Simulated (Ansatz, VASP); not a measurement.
## SnO: VASP beside Ansatz

```
Sn O
1.0
     3.80425    0.00000    0.00000
     0.00000    3.80425    0.00000
     0.00000    0.00000    4.51300
Sn O
2 2
Direct
  0.00000 0.50000 0.24247
  0.50000 0.00000 0.75753
  0.00000 0.00000 0.00000
  0.50000 0.50000 0.00000
```

Alike in both runs: task single point; functional PBEsol; k mesh 10 × 10 × 8; occupations gaussian, width 0.15 eV; no spin polarisation.

|  | VASP | Ansatz |
| --- | --- | --- |
| version | VASP 6.6.1 | Ansatz 0.2.0 |
| potentials or method | VASP PAW PBE potentials, release 64 (Sn_d, O), cutoff 520 eV | scalar-relativistic, plane waves, PAW |
| valence electrons in the cell | 40 | 40 |

```tsv
	VASP	Ansatz	Ansatz less VASP
gap on the k mesh at the Fermi level (eV)	none	none	-
pressure (GPa)	5.0	4.6	-0.40
traceless stress, the component that is largest in VASP (GPa)	1.60	1.64	+0.037
rms of the force components (eV/Å)	0.408	0.364	-0.0438
```

VASP's potentials were made for PBE, not for PBEsol, and Ansatz warns of the same on its side. Atom by atom the forces differ by 0.044 eV/Å (rms over components). A gap of «none» marks a metal or a gap that the smearing closes.
